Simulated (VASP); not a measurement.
Write the native input for VASP 6.6.1 that does the following.

```
Task                   : relaxation of cell and atoms
Functional             : PBE
Potentials or basis    : VASP PAW PBE potentials, release 64 (Re)
Cutoff                 : 600 eV
k mesh                 : 8 × 8 × 3
Occupations            : fermi-dirac, width 0.05 eV
Spin                   : no spin polarisation
Dipole correction      : no
Further INCAR settings : ALGO = Fast; EDIFF = 1e-07; IBRION = 2; EDIFFG = -0.01; NSW = 60; ISIF = 3
```

The structure of Re lies in POSCAR:

```
Re
1.0
    2.7663873939      0.0000000000      0.0000000000
   -1.3831936969      2.3957617598      0.0000000000
    0.0000000000      0.0000000000      8.9388451600
Re
4
Direct
    0.6666666667      0.3333333333      0.7500000000
    0.0000000000      0.0000000000      0.5000000000
    0.3333333333      0.6666666667      0.2500000000
    0.0000000000      0.0000000000      0.0000000000
```

The input as run:

INCAR

```
PREC = Accurate ; ENCUT = 600
EDIFF = 1E-7 ; ISMEAR = -1
SIGMA = 0.05 ; LREAL = False
LASPH = True ; NELM = 80
ALGO = Fast ; ISIF = 3
LWAVE = False ; LCHARG = False
GGA = PE ; IBRION = 2
NSW = 60 ; EDIFFG = -0.01
```

KPOINTS

```
Automatic mesh
0
Gamma
  8 8 3
```

Potentials or basis: VASP PAW PBE potentials, release 64 (Re).

Run with:

```bash
$ cat potpaw_PBE.64/Re/POTCAR > POTCAR
$ mpirun -np 1 vasp_std > vasp.out
```

Results of the run:

* Relaxed volume: 14.94 Å³/atom
* Relaxed cell: a = 2.776 Å, b = 2.776 Å, c = 8.954 Å, α = 90.00°, β = 90.00°, γ = 120.00°
* Space group after relaxing (to 0.05 Å): P6_3/mmc (No. 194)
* Energy gained by relaxing: 1.3 meV/atom
* Ionic steps: 6
* Pressure after relaxing: 0.0 GPa
* Band gap on the k mesh: zero (band 14 reaches 8.91 eV, above the bottom of band 15 at 6.48 eV)

Caveat: spin-orbit coupling is left out, which moves the levels of the heavy elements.

It took 12 min on 1 thread of AMD EPYC 7R13, with other jobs on the host, peak memory 0.18 GiB.
